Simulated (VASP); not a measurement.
Set up this calculation in VASP 6.6.1, as the native input.

```
Task                   : single point
Functional             : PBEsol
Potentials or basis    : VASP PAW PBE potentials, release 64 (In_d, P)
Cutoff                 : 520 eV
k mesh                 : 8 × 8 × 8
Occupations            : gaussian, width 0.01 eV
Spin                   : no spin polarisation
Dipole correction      : no
Further INCAR settings : ALGO = Normal; EDIFF = 1e-06; NBANDS = 16
```

The structure of InP lies in POSCAR:

```
InP
1.0
    2.9709164155      2.9709164155      0.0000000000
   -2.9709164155      2.9709164155      0.0000000000
    0.0000000000      2.9709164155      2.9709164155
In P
1 1
Direct
    0.0000000000      0.0000000000      0.0000000000
    0.7500000000      0.2500000000      0.5000000000
```

One way to write it, as run:

INCAR

```
PREC = Accurate ; ENCUT = 520
EDIFF = 1E-6 ; ISMEAR = 0
SIGMA = 0.01 ; LREAL = False
LASPH = True ; NELM = 100
ALGO = Normal ; ISIF = 2
LWAVE = False ; LCHARG = False
GGA = PS ; NBANDS = 16
```

KPOINTS

```
Automatic mesh
0
Gamma
  8 8 8
```

Potentials or basis: VASP PAW PBE potentials, release 64 (In_d, P).

Launch:

```console
$ cat potpaw_PBE.64/In_d/POTCAR potpaw_PBE.64/P/POTCAR > POTCAR
$ mpirun -np 1 vasp_std > vasp.out
```

Results of the run:

```yaml
Pressure: -2.0 GPa
Band_gap_on_the_k_mesh: 0.39 eV, direct
```

Caveat: the PAW data sets were made with another functional, which shifts forces and pressure a little; spin-orbit coupling is left out, which moves the levels of the heavy elements.

Run time: 22 s on 1 thread of Intel(R) Xeon(R) Platinum 8259CL CPU @ 2.50GHz (Skylake/Cascade Lake) (shared host), peak memory 0.18 GiB.
